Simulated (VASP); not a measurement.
# MgO (P-6m2) in VASP: G0W0 quasiparticle levels with PBEsol

Aim: the G0W0 quasiparticle levels of MgO with PBEsol.

Program: VASP 6.6.1. These are calculated values, not measurements. Logs are shortened: lines on timing, memory, paths and dates and some standing lists are left out, and cuts for length are marked.

## (1) The cell of the first run

It takes space group P-6m2 (No. 187, hexagonal). Conventional cell: a = 2.938 Å, b = 2.938 Å, c = 2.680 Å, α = 90.00°, β = 90.00°, γ = 120.00°. Mg (site symmetry -6m2) has 6 O at 2.16 Å and 2 Mg at 2.68 Å within 2.9 Å. O (site symmetry -6m2) has 6 Mg at 2.16 Å and 2 O at 2.68 Å within 2.9 Å.

## (2) G0W0 quasiparticle levels, PBEsol

Input file POSCAR:

```
MgO
1.0
    2.9380210000      0.0000000000      0.0000000000
   -1.4690105000      2.5444008229      0.0000000000
    0.0000000000      0.0000000000      2.6796800000
Mg O
1 1
Direct
    0.0000000000      0.0000000000      0.0000000000
    0.3333333333      0.6666666667      0.5000000000
```

Input file INCAR.step1:

```
PREC     = Accurate       # precision mode
ENCUT    = 500            # plane-wave cutoff, eV
EDIFF    = 1E-8           # SCF threshold, eV
ISMEAR   = 0              # smearing method
SIGMA    = 0.01           # smearing width, eV
LREAL    = False          # projectors in reciprocal space
LASPH    = True           # aspherical terms in the spheres
NELM     = 60             # most SCF steps
ALGO     = Normal         # electronic algorithm
LWAVE    = True           # write WAVECAR
LCHARG   = False          # write CHGCAR
GGA      = PS             # functional
```

Input file INCAR.step2:

```
PREC     = Accurate       # precision mode
ENCUT    = 500            # plane-wave cutoff, eV
EDIFF    = 1E-8           # SCF threshold, eV
ISMEAR   = 0              # smearing method
SIGMA    = 0.01           # smearing width, eV
LREAL    = False          # projectors in reciprocal space
LASPH    = True           # aspherical terms in the spheres
NELM     = 1              # most SCF steps
ALGO     = Exact          # electronic algorithm
LWAVE    = True           # write WAVECAR
LCHARG   = False          # write CHGCAR
GGA      = PS             # functional
NBANDS   = 44             # bands
LOPTICS  = True           # frequency-dependent dielectric function
ISTART   = 1
```

Input file INCAR.step3:

```
PREC     = Accurate       # precision mode
ENCUT    = 500            # plane-wave cutoff, eV
EDIFF    = 1E-8           # SCF threshold, eV
ISMEAR   = 0              # smearing method
SIGMA    = 0.01           # smearing width, eV
LREAL    = False          # projectors in reciprocal space
LASPH    = True           # aspherical terms in the spheres
ALGO     = EVGW0          # electronic algorithm
LWAVE    = False          # write WAVECAR
LCHARG   = False          # write CHGCAR
GGA      = PS             # functional
NELMGW   = 1            
NBANDS   = 44             # bands
ENCUTGW  = 80.0           # cutoff of the response function
NOMEGA   = 48             # frequency points
PRECFOCK = Fast         
ISTART   = 1            
NBANDSGW = 12
```

Input file KPOINTS:

```
Automatic mesh
0
Gamma
  6 6 4
```

Potentials or basis: VASP PAW PBE potentials, release 64 (Mg_GW, O_GW).

Run with:

```sh
cat potpaw_PBE.64/Mg_GW/POTCAR potpaw_PBE.64/O_GW/POTCAR > POTCAR
cp INCAR.step1 INCAR
mpirun -np 1 vasp_std > vasp.out
cp INCAR.step2 INCAR
mpirun -np 1 vasp_std > vasp.out
cp INCAR.step3 INCAR
mpirun -np 1 vasp_std > vasp.out
```

OUTCAR:

```text
PREC = Accurate
   ENCUT = 500
   EDIFF = 1E-8
   ISMEAR = 0
   LREAL = False
   LASPH = True
   GGA = PS
   NELMGW = 1
   ENCUTGW = 80.0
   PRECFOCK = Fast
   ISTART = 1

 ion  position               nearest neighbor table
   1  0.000  0.000  0.000-   2 2.16   2 2.16   2 2.16   2 2.16   2 2.16   2 2.16
   2  0.333  0.667  0.500-   1 2.16   1 2.16   1 2.16   1 2.16   1 2.16   1 2.16

  LATTYP: Found a hexagonal cell.
 ALAT       =     2.9380210000
 C/A-ratio  =     0.9120697231

  Lattice vectors:

 A1 = (   2.9380210000,   0.0000000000,   0.0000000000)
 A2 = (  -1.4690105000,   2.5444008229,   0.0000000000)
 A3 = (   0.0000000000,   0.0000000000,   2.6796800000)

Analysis of symmetry for initial positions (statically):
=====================================================================
 Subroutine PRICEL returns:
 Original cell was already a primitive cell.

 Routine SETGRP: Setting up the symmetry group for a
 hexagonal supercell.

 Subroutine GETGRP returns: Found 12 space group operations
 (whereof 12 operations were pure point group operations)
 out of a pool of 24 trial point group operations.

The static configuration has the point symmetry D_3h.

Analysis of symmetry for dynamics (positions and initial velocities):
=====================================================================
 Subroutine PRICEL returns:
 Original cell was already a primitive cell.

 Routine SETGRP: Setting up the symmetry group for a
 hexagonal supercell.

 Subroutine GETGRP returns: Found 12 space group operations
 (whereof 12 operations were pure point group operations)
 out of a pool of 24 trial point group operations.

The dynamic configuration has the point symmetry D_3h.

 Subroutine INISYM returns: Found 12 space group operations
 (whereof 12 operations are pure point group operations),
 and found     1 'primitive' translations

----------------------------------------------------------------------------------------

                                     Primitive cell

  volume of cell :      20.0320

  direct lattice vectors                    reciprocal lattice vectors
     2.938021000  0.000000000  0.000000000     0.340365164  0.196509919  0.000000000
    -1.469010500  2.544400823  0.000000000     0.000000000  0.393019838  0.000000000
     0.000000000  0.000000000  2.679680000     0.000000000  0.000000000  0.373178887

  length of vectors
     2.938021000  2.938021000  2.679680000     0.393019838  0.393019838  0.373178887

  position of ions in fractional coordinates (direct lattice)
     0.000000000  0.000000000  0.000000000
     0.333333333  0.666666667  0.500000000

  ion indices of the primitive-cell ions
   primitive index   ion index
                 1           1
                 2           2

----------------------------------------------------------------------------------------

 KPOINTS: Automatic mesh

Automatic generation of k-mesh.
 Grid dimensions read from file:
 generate k-points for:    6    6    4

 Generating k-lattice:

  Cartesian coordinates                     Fractional coordinates (reciprocal lattice)
     0.056727527  0.032751653  0.000000000     0.166666667  0.000000000  0.000000000
     0.000000000  0.065503306  0.000000000     0.000000000  0.166666667  0.000000000
     0.000000000  0.000000000  0.093294722     0.000000000  0.000000000  0.250000000

  Length of vectors
     0.065503306  0.065503306  0.093294722

  Shift w.r.t. Gamma in fractional coordinates (k-lattice)
     0.000000000  0.000000000  0.000000000

 Subroutine IBZKPT returns following result:
 ===========================================

 Found     21 irreducible k-points:

 Following reciprocal coordinates:
            Coordinates               Weight
  0.000000  0.000000  0.000000      1.000000
  0.166667  0.000000  0.000000      6.000000
  0.333333  0.000000  0.000000      6.000000
  0.500000  0.000000  0.000000      3.000000
  0.166667  0.166667  0.000000      6.000000
  0.333333  0.166667  0.000000     12.000000
[... 13 lines left out ...]
  0.333333  0.166667  0.500000     12.000000
  0.333333  0.333333  0.500000      2.000000
   k-points           NKPTS =     21   k-points in BZ     NKDIM =    144   number of bands    NBANDS=     44
   number of dos      NEDOS =    301   number of ions     NIONS =      2
   total plane-waves  NPLWV =  11520
   dimension x,y,z NGX =    24 NGY =   24 NGZ =   20
   dimension x,y,z NGXF=    48 NGYF=   48 NGZF=   40
   ions per type =               1   1
   NGX,Y,Z   is equivalent  to a cutoff of  13.58, 13.58, 12.41 a.u.
   NGXF,Y,Z  is equivalent  to a cutoff of  27.16, 27.16, 24.82 a.u.
 SYSTEM =  unknown system
   PREC   = accura    normal or accurate (medium, high low for compatibility)
   ISTART =      1    job   : 0-new  1-cont  2-samecut
   ICHARG =      0    charge: 1-file 2-atom 10-const
   ISPIN  =      1    spin polarized calculation?
   LNONCOLLINEAR =      F non collinear calculations
   LSORBIT =      F    spin-orbit coupling
   LASPH  =      T    aspherical Exc in radial PAW
   ENCUT  =  500.0 eV  36.75 Ry    6.06 a.u.   5.36  5.36  4.89*2*pi/ulx,y,z
   NELM   =     60;   NELMIN=  2; NELMDL=  0     # of ELM steps
   EDIFF  = 0.1E-07   stopping-criterion for ELM
   LREAL  =      F    real-space projection
   EDIFFG = 0.1E-06   stopping-criterion for IOM
   NSW    =      0    number of steps for IOM
   IBRION =     -1    ionic relax: 0-MD 1-quasi-New 2-CG
   NFREE  =      0    steps in history (QN), initial steepest desc. (CG)
   ISIF   =      0    stress and relaxation
   ISYM   =      3    0-nonsym 1-usesym 2-fastsym
   POTIM  = 0.5000    time-step for ionic-motion
   TEBEG  =    0.0;   TEEND  =   0.0 temperature during run
   PSTRESS=    0.0 pullay stress
   NELECT =       8.0000    total number of electrons
   NUPDOWN=      -1.0000    fix difference up-down
   EMIN   =  10.00;   EMAX   =-10.00  energy-range for DOS
   EFERMI =   0.00;   METHOD = LEGACY
   ISMEAR =     0;   SIGMA  =   0.01  broadening in eV -4-tet -1-fermi 0-gaus
   EFERMI_NEDOS =   21; number of points for ismear=-14 and -15
   IALGO  =     38    algorithm
   IMIX   =      4    mixing-type and parameters
     AMIX     =   0.40;   BMIX     =  1.00
     AMIX_MAG =   1.60;   BMIX_MAG =  1.00
  volume/ion in A,a.u.               =      10.02        67.59
  Fermi-wavevector in a.u.,A,eV,Ry     =   1.205583  2.278221 19.775114  1.453430
  Thomas-Fermi vector in A             =   2.341275
   LORBIT       =      0    0 simple, 1 ext, 2 COOP (PROOUT), +10 PAW based schemes
   GGA     = PS    functional components
   LHFCALC =     T    Hartree Fock is set to
   PRECFOCK=fast      Normal, Fast or Accurate (Low or Medium for compatibility)
   ENCUT4O =  -1.0   cutoff for four orbital integrals eV
   NKREDX  =     1    reduce k-point grid by
   NKREDY  =     1    reduce k-point grid by
   NKREDZ  =     1    reduce k-point grid by
   AEXX    =    1.0000 exact exchange contribution
   HFSCREEN=    0.0000 screening length (either q_TF or 0.3 A-1)
   HFSCREENC=   0.0000 screening length for correlation (either q_TF or 0.3 A-1)
   ENCUTFOCK=  -1.0 apply spherical cutoff to Coloumb kernel
   IVDW    =     0    specifies the selected vdW correction
   LEPSILON=     F    determine dielectric tensor
   LRPA    =     F    only Hartree local field effects (RPA)
   LRPAFORCE           =     F    calculate RPA forces
   ENCUTGW             =  80.0    cutoff for response function in eV
   ENCUTGWSOFT         =  64.0    soft cutoff for Coulomb kernel in GW response function in eV
   ENCUTLF             =  -1.0    cutoff for local field effects
   NELMGW              =     1    number of iterations in solving QP/BSE equation
   NELMHF              =     1    number of iterations in the inner HF iteration
   NKREDLFX            =     1    NKREDLFY  =   1   NKREDLFZ  =   1
 non-spin polarized calculation
 Gauss-broadening in eV      SIGMA  =   0.01
  energy-cutoff  :      500.00
  volume of cell :       20.03
 maximum number of plane-waves:       526
 NGX is ok and might be reduce to    24
  NGX = 14; NGY = 14; NGZ = 12
   NGX = 11   NGY = 11   NGZ =  9
 maximum number of plane-waves:        40
 NGX is ok and might be reduce to    10

 QP shifts <psi_nk| G(iteration)W_0 |psi_nk>: iteration 1
 for sc-GW calculations column KS-energies equals QP-energies in previous step
 and V_xc(KS)=  KS-energies - (<T + V_ion + V_H > + <T+V_H+V_ion>^1  + <V_x>^1)

 k-point   1 :       0.0000    0.0000    0.0000
  band No.  KS-energies  QP-energies   sigma(KS)   V_xc(KS)     V^pw_x(r,r')   Z            occupation Imag(sigma)

      1     -14.1863     -16.1945     -20.8404     -17.9310     -29.7250       0.6902       2.0000       1.1862
      2       2.5834       1.6744     -20.2400     -19.0466     -24.4929       0.7618       2.0000       0.1320
      3       2.5834       1.6744     -20.2400     -19.0466     -24.4929       0.7618       2.0000       0.1320
      4       2.7879       1.8502     -20.3874     -19.1518     -24.7678       0.7589       2.0000       0.1371
      5       6.1058       7.1099     -10.1888     -11.4060      -6.9574       0.8250       0.0000      -0.0833
      6      14.8821      16.2260      -7.6227      -9.2750      -3.2927       0.8134       0.0000      -0.1331
      7      18.6053      19.9856      -7.3294      -9.0323      -2.7430       0.8106       0.0000      -0.2485
      8      18.6053      19.9856      -7.3294      -9.0323      -2.7430       0.8106       0.0000      -0.2485
      9      22.8267      24.1139      -7.3008      -8.8193      -2.1487       0.8477       0.0000      -0.7279
     10      23.8565      25.5674      -9.0045     -11.1820      -3.4314       0.7857       0.0000      -0.7078
     11      25.5116      27.2781      -9.1529     -11.4248      -3.4328       0.7776       0.0000      -0.7400
     12      25.5116      27.2781      -9.1529     -11.4248      -3.4328       0.7776       0.0000      -0.7400

 k-point   2 :       0.1667    0.0000    0.0000
  band No.  KS-energies  QP-energies   sigma(KS)   V_xc(KS)     V^pw_x(r,r')   Z            occupation Imag(sigma)
[... 305 lines left out ...]
      1     -12.2551     -14.2491     -22.7340     -19.8544     -31.4269       0.6924       2.0000       0.9109
      2      -0.3580      -1.5910     -18.2563     -16.5835     -22.9219       0.7370       2.0000       0.2058
      3       0.6624      -0.5415     -18.4435     -16.8318     -22.8719       0.7470       2.0000       0.1728
      4       0.6916      -0.5070     -18.5114     -16.9081     -22.9300       0.7476       2.0000       0.1717
      5       9.3887      10.3853      -6.7932      -8.0172      -2.7624       0.8142       0.0000      -0.1129
      6      13.6117      15.0450      -7.1229      -8.8695      -3.0056       0.8206       0.0000      -0.1312
      7      16.4840      18.3440     -10.9999     -13.4066      -6.3411       0.7729       0.0000      -0.2024
      8      17.7762      19.4136     -10.7280     -12.7888      -6.0009       0.7945       0.0000      -0.3240
      9      19.7696      21.8243     -11.6132     -14.2863      -6.3618       0.7687       0.0000      -0.4371
     10      23.4785      25.1003      -8.7763     -10.7620      -3.5320       0.8168       0.0000      -0.6062
     11      28.8661      30.6363      -7.0862      -9.2663      -1.9383       0.8120       0.0000      -0.7128
     12      31.2067      32.7438      -6.9279      -8.8295      -1.3803       0.8083       0.0000      -1.0078
```

Run time: 1.8 min. Hardware: 1 thread of Intel Xeon 6975P-C, shared host; peak memory 0.27 GiB.

What came out:

| Quantity | Value |
| --- | --- |
| Band gap on the k mesh, mean-field level | 2.91 eV, indirect (least direct gap 3.32 eV) |
| Quasiparticle gap | 4.79 eV |
| Least direct quasiparticle gap | 5.26 eV |

Caveat: the k points lie up to 0.59 Å⁻¹ apart; bands, screening cutoff and mesh are small and nothing is extrapolated, so the quasiparticle values aren't converged. A k mesh can miss the band edges.
